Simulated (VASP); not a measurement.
Co: single point with PBE

Crystal: Co.

```xyz
2
Lattice="2.3462 0.0000 0.0000 -1.1731 2.0319 0.0000 0.0000 0.0000 3.7946" Properties=species:S:1:pos:R:3 pbc="T T T"
Co    1.1731    0.6773    0.9486
Co    0.0000    1.3546    2.8459
```

- Program: VASP 6.6.1
- Task: single point
- Functional: PBE
- Potentials or basis: VASP PAW PBE potentials, release 64 (Co)
- Cutoff: 520 eV
- k mesh: 24 × 24 × 12
- Occupations: gaussian, width 0.15 eV
- Spin: collinear spin, ferromagnetic start
- Starting moments: [0.275, 0.275] μB
- Fixed moment: 0.55 μB
- Dipole correction: no
- Further INCAR settings: ALGO = Fast; EDIFF = 1e-06; NBANDS = 20

```
Pressure                                              : 45.0 GPa
Net moment                                            : 0.55 μB per cell
Site moments                                          : Co +0.27 μB
Valence electrons inside the program's atomic spheres : Co 8.69
```

Stress tensor (GPa, compression positive):
```
45.24  0.00  0.00
 0.00 45.24  0.00
 0.00  0.00 44.63
```

Wall time 9.7 min on 1 thread of AMD EPYC 7R13, on a shared host, peak memory 0.28 GiB.

Caveat: the total moment is fixed, so each spin has its own Fermi level.
